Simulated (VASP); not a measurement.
Input of a VASP 6.6.1 run:

The input INCAR:

```
SYSTEM = BeTe
PREC     = Accurate       ! precision mode
ENCUT    = 520            ! plane-wave cutoff, eV
EDIFF    = 1E-6           ! SCF threshold, eV
ISMEAR   = -1             ! smearing method
SIGMA    = 0.08           ! smearing width, eV
LREAL    = .FALSE.        ! projectors in reciprocal space
LASPH    = .TRUE.         ! aspherical terms in the spheres
NELM     = 60             ! most SCF steps
ALGO     = Normal         ! electronic algorithm
ISIF     = 2              ! what is computed and relaxed
LWAVE    = .FALSE.        ! write WAVECAR
LCHARG   = .FALSE.        ! write CHGCAR
GGA      = PS             ! functional
NBANDS   = 11             ! bands
```

KPOINTS

```
regular mesh
0
G
  15 15 15
  0 0 0
```

The input POSCAR:

```
BeTe
1.0
    0.0000000000      2.2357192788      2.2357192788
    2.2357192788      0.0000000000      2.2357192788
    2.2357192788      2.2357192788      0.0000000000
Be Te
1 1
Direct
    0.0000000000      0.0000000000      0.0000000000
    0.5000000000      0.5000000000      0.5000000000
```

Potentials or basis: VASP PAW PBE potentials, release 64 (Be, Te).

Run with:

```sh
$ cat potpaw_PBE.64/Be/POTCAR potpaw_PBE.64/Te/POTCAR > POTCAR
$ mpirun -np 1 vasp_std > vasp.out
```

(1) Estimate the band gap on the k mesh.

(2) Predict the pressure.

## Answers

(1) zero (bands 4 and 5 overlap by 1.52 eV).

(2) 105.5 GPa.

Caveat: the cell stands under pressure; the PAW data sets were made with another functional, which shifts forces and pressure a little; spin-orbit coupling is left out, which moves the levels of the heavy elements.
